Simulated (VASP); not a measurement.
Write the native input for VASP 6.6.1 that does the following.

* Task: single point
* Functional: PBEsol
* Dispersion: D3(BJ)
* Potentials or basis: VASP PAW PBE potentials, release 64 (Pt, Se)
* Cutoff: 520 eV
* k mesh: 12 × 12 × 10
* Occupations: gaussian, width 0.15 eV
* Spin: no spin polarisation
* Dipole correction: no
* Further INCAR settings: ALGO = Normal; EDIFF = 1e-06; NBANDS = 18

The structure of PtSe2 lies in POSCAR:

```
PtSe2
1.0
    3.5564205774      0.0000000000      0.0000000000
   -1.7782102887      3.0799505666      0.0000000000
    0.0000000000      0.0000000000      5.0620000000
Pt Se
1 2
Direct
    0.0000000000      0.0000000000      0.0000000000
    0.3333333333      0.6666666667      0.2500000000
    0.6666666667      0.3333333333      0.7500000000
```

This cell differs from its parent crystal: strain -0.0450 x Voigt [1, 1, 0, 0, 0, 0].

One way to write it, as run:

INCAR

```
PREC = Accurate
ENCUT = 520
EDIFF = 1E-6
ISMEAR = 0
SIGMA = 0.15
LREAL = False
LASPH = True
NELM = 60
ALGO = Normal
ISIF = 2
LWAVE = False
LCHARG = False
GGA = PS
IVDW = 12
NBANDS = 18
```

KPOINTS

```
regular mesh
0
Gamma
  12 12 10
```

Potentials or basis: VASP PAW PBE potentials, release 64 (Pt, Se).

Run with:

```console
$ cat potpaw_PBE.64/Pt/POTCAR potpaw_PBE.64/Se/POTCAR > POTCAR
$ mpirun -np 1 vasp_std > vasp.out
```

It gave:

| Quantity | Value |
| --- | --- |
| Pressure | 16.0 GPa |
| Largest force | 1.667 eV/Å |
| Band gap on the k mesh | zero (bands 11 and 12 overlap by 0.29 eV) |
| Dispersion energy per atom | -0.469 eV |

Caveat: the cell differs from its parent crystal (strain -0.0450 x Voigt [1, 1, 0, 0, 0, 0]); the stress differs along the axes, from 9 to 19 GPa; the PAW data sets were made with another functional, which shifts forces and pressure a little; spin-orbit coupling is left out, which moves the levels of the heavy elements.

Run time: 3.5 min on 1 thread of Intel Xeon 8259CL (shared host), peak memory 0.31 GiB.
